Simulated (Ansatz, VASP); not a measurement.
Ti2B3 in VASP and in Ansatz

INCAR

```
ALGO = Normal
EDIFF = 1E-6
EDIFFG = -0.04
ENCUT = 600
GGA = PE
IBRION = 2
ISIF = 3
ISMEAR = 0
LASPH = True
LCHARG = False
LREAL = False
LWAVE = False
NELM = 100
NSW = 90
PREC = Accurate
SIGMA = 0.1
```

KPOINTS

```
k-points
0
Gamma
  6 6 4
```

Contents of POSCAR:

```
Ti2B3
1.0
    3.5279088200      0.0000000000      0.0000000000
   -1.7639544100      3.0552586600      0.0000000000
    0.0000000000      0.0000000000      4.3758211500
Ti B
2 3
Direct
    0.0000000000      0.0000000000      0.0000000000
    0.3333333300      0.6666666700      0.5000000000
    0.6666666700      0.3333333300      0.2422697800
    0.6666666700      0.3333333300      0.7577302200
    0.0000000000      0.0000000000      0.5000000000
```

Input for Ansatz:

```yaml
crystal:
  lattice:
    - [3.52790882, 0.0, 0.0]
    - [-1.76395441, 3.05525866, 0.0]
    - [0.0, 0.0, 4.37582115]
  atoms:
    - { symbol: Ti, position: [0.0, 0.0, 0.0] }
    - { symbol: Ti, position: [0.33333333, 0.66666667, 0.5] }
    - { symbol: B, position: [0.66666667, 0.33333333, 0.24226978] }
    - { symbol: B, position: [0.66666667, 0.33333333, 0.75773022] }
    - { symbol: B, position: [0.0, 0.0, 0.5] }
basis:
  ecutwfc: 420
kpoints:
  mp_grid: { grid: [6, 6, 4] }
hamiltonian:
  xc: pbe
scf:
  occupations: { method: gaussian, width: 0.1 }
  lower_state_search: "off"
output:
  forces: true
  stress: true
  eigenvalues: true
relax:
  adjacent_minimum: "off"
  f_tol: 0.04
  max_steps: 70
  cell: { stress_tol: 0.4 }
```

Change from the starting cell: species swapped into the Co3Ge2 type (P-6m2, No. 187).

Alike in both runs: task relaxation of cell and atoms; functional PBE; k mesh 6 × 6 × 4; occupations gaussian, width 0.1 eV; no spin polarisation.

|  | VASP | Ansatz |
| --- | --- | --- |
| version | VASP 6.6.1 | Ansatz 0.2.0 |
| potentials or method | VASP PAW PBE potentials, release 64 (Ti_sv, B), cutoff 600 eV | scalar-relativistic, plane waves, PAW |
| valence electrons in the cell | 33 | 33 |

Ansatz gave:

- gap on the k mesh at the Fermi level, each at its own relaxed structure (eV): none
- relaxed volume (Å³/atom): 10.34
- relaxed length of the cell vector where the two differ most in proportion (Å): 3.630

Task: Which values does VASP return?

Result: gap on the k mesh at the Fermi level, each at its own relaxed structure (eV): none; relaxed volume (Å³/atom): 10.35; relaxed length of the cell vector where the two differ most in proportion (Å): 3.632.

A gap of «none» marks a metal or a gap that the smearing closes.
